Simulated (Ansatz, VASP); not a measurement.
## Two plane-wave programs on SrTlBr3

```
Tl Sr Br
1.0
     5.99195    0.00000    0.00000
     0.00000    5.99195    0.00000
     0.00000    0.00000    5.99195
Tl Sr Br
1 1 3
Direct
  0.00000 0.00000 0.00000
  0.50000 0.50000 0.50000
  0.50000 0.50000 0.00000
  0.50000 0.00000 0.50000
  0.00000 0.50000 0.50000
```

Change from the starting cell: hydrostatic strain +1.5%.

Alike in both runs: task single point; functional r2SCAN; k mesh 4 × 4 × 4; no spin polarisation.

```csv
,VASP,Ansatz
version,VASP 6.6.1,Ansatz 0.2.0
potentials or method,"VASP PAW PBE potentials, release 64 (Tl_d, Sr_sv, Br)","plane waves, PAW"
plane-wave cutoff (eV),520,500
occupations,"gaussian, width 0.01 eV",fixed
valence electrons in the cell,44,44
```

|  | VASP | Ansatz | Ansatz less VASP |
| --- | --- | --- | --- |
| gap on the k mesh at the Fermi level (eV) | 3.58 | 3.58 | +0.002 |
| pressure (GPa) | -0.8 | -0.8 | -0.03 |

VASP's potentials were made for PBE, not for r2SCAN.

Spin-orbit coupling is off throughout.
